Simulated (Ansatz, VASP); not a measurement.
# One calculation of InSb, two programs

```
In Sb
1.0
     0.00000    3.30263    3.30263
     3.30263    0.00000    3.30263
     3.30263    3.30263    0.00000
In Sb
1 1
Direct
  0.00000 0.00000 0.00000
  0.75000 0.75000 0.75000
```

Change from the starting cell: volume scaled by 1.06, ions relaxed.

Alike in both runs: functional PBE; k mesh 12 × 12 × 12; occupations fermi-dirac, width 0.05 eV; no spin polarisation.

Ansatz relaxed the structure, and its values are those at the end. VASP's run is a single point on that final structure, the one shown.

|  | VASP | Ansatz |
| --- | --- | --- |
| version | VASP 6.6.1 | Ansatz 0.2.0 |
| potentials or method | VASP PAW PBE potentials, release 64 (In_d, Sb) | plane-wave PAW, scalar-relativistic |
| plane-wave cutoff (eV) | 520 | 420 |
| valence electrons in the cell | 18 | 28 |

|  | VASP | Ansatz | Ansatz less VASP |
| --- | --- | --- | --- |
| pressure (GPa) | 0.5 | 0.5 | +0.02 |

The functional is the same, so the differences come from potentials, cutoffs and numerics. VASP's potentials hold 18 valence electrons a cell and Ansatz's 28, so a difference there can come from the potentials and not from the codes. Ansatz's warnings: stress scf threshold loose.

Spin-orbit coupling is off throughout.
